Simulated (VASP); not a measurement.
A run of VASP 6.6.1:

Contents of INCAR:

```
ALGO = Normal
EDIFF = 1E-7
ENCUT = 520
GGA = PE
ISIF = 2
ISMEAR = -1
LASPH = True
LCHARG = False
LREAL = False
LWAVE = False
NBANDS = 20
NELM = 80
PREC = Accurate
SIGMA = 0.06122561905347299
```

The input KPOINTS:

```
k-points
0
Gamma
  14 14 14
```

The input POSCAR:

```
MnO2
1.0
    0.0000000000      2.2786777431      2.2786777431
    2.2786777431      0.0000000000      2.2786777431
    2.2786777431      2.2786777431      0.0000000000
Mn O
1 2
Direct
    0.0000000000      0.0000000000      0.0000000000
    0.2500000000      0.2500000000      0.2500000000
    0.7500000000      0.7500000000      0.7500000000
```

Potentials or basis: VASP PAW PBE potentials, release 64 (Mn_pv, O).

Launch:

```bash
$ cat potpaw_PBE.64/Mn_pv/POTCAR potpaw_PBE.64/O/POTCAR > POTCAR
$ mpirun -np 1 vasp_std > vasp.out
```

Hardware: 1 thread of Intel(R) Xeon(R) Platinum 8559C (Emerald Rapids), on a shared host.

Estimate the wall time of this run.

Wall time 26 s on 1 thread of Intel(R) Xeon(R) Platinum 8559C (Emerald Rapids), on a shared host, peak memory 0.17 GiB. Counts: scf iterations 16, k points 104.
